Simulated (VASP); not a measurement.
Write the native input for VASP 6.6.1 that does the following.

| Quantity | Value |
| --- | --- |
| Task | single point |
| Functional | PBEsol |
| Potentials or basis | VASP PAW PBE potentials, release 64 (K_sv, Ta_pv, O, Sb) |
| Cutoff | 520 eV |
| k mesh | 1 × 1 × 1, shifted |
| Occupations | fermi-dirac, width 0.05 eV |
| Spin | collinear spin |
| Starting moments | [0.0, 0.0, 1.0, 1.0, 0.0, 0.0, 0.0, 0.0, 1.0] μB |
| Dipole correction | no |
| Further INCAR settings | ALGO = Normal; EDIFF = 1e-06; NBANDS = 48 |

The structure of K2Ta2SbO4 (a cell with a defect) lies in POSCAR:

```
K2Ta2SbO4
1.0
    7.9708780000      0.0000000000      0.0000000000
    0.0000000000      3.9854390000      0.0000000000
    0.0000000000      0.0000000000      3.9854390000
K Ta O Sb
2 2 4 1
Direct
    0.0006740000      0.0039730000      0.0025980000
    0.5006170000      0.9964650000      0.0070350000
    0.2517200000      0.4972190000      0.5006860000
    0.7493560000      0.5051750000      0.4987980000
    0.7498220000      0.5040820000      0.9964300000
    0.0007950000      0.5052920000      0.4987210000
    0.2520990000      0.0025140000      0.5001260000
    0.7537790000      0.9951470000      0.4962230000
    0.4990620000      0.4961400000      0.5004240000
```

These files were run (other wordings do the same):

INCAR

```
SYSTEM = K2Ta2SbO4
ALGO = Normal
EDIFF = 1E-6
ENCUT = 520
GGA = PS
ISIF = 2
ISMEAR = -1
ISPIN = 2
LASPH = .True.
LCHARG = .False.
LMAXMIX = 4
LORBIT = 11
LREAL = .False.
LWAVE = .False.
MAGMOM = 0 0 1 1 0 0 0 0 1
NBANDS = 48
NELM = 150
PREC = Accurate
SIGMA = 0.05
```

KPOINTS

```
Automatic mesh
0
Gamma
  1 1 1
  0.5 0.5 0.5
```

Potentials or basis: VASP PAW PBE potentials, release 64 (K_sv, Ta_pv, O, Sb).

Launch:

```sh
$ cat potpaw_PBE.64/K_sv/POTCAR potpaw_PBE.64/Ta_pv/POTCAR potpaw_PBE.64/O/POTCAR potpaw_PBE.64/Sb/POTCAR > POTCAR
$ mpirun -np 1 vasp_std > vasp.out
```

It gave:

```
Pressure                                              : 63.7 GPa
Largest force                                         : 29.170 eV/Å
Net moment                                            : 1.00 μB per cell
Site moments                                          : K +0.01, +0.00; Ta +0.70, +0.01; O -0.01, -0.02, -0.03, -0.00; Sb -0.02 μB
Valence electrons inside the program's atomic spheres : K 7.60, 7.73; Ta 9.56, 9.64; O 5.01, 5.05, 4.98, 5.04; Sb 3.66
```

Caveat: the k points lie up to 1.58 Å⁻¹ apart; atoms lie so close that the PAW spheres overlap strongly, which falsifies energies and pressures; the PAW data sets were made with another functional, which shifts forces and pressure a little.

Wall time 31 s on 1 thread of Intel(R) Xeon(R) 6975P-C (Granite Rapids), on a shared host, peak memory 0.26 GiB.
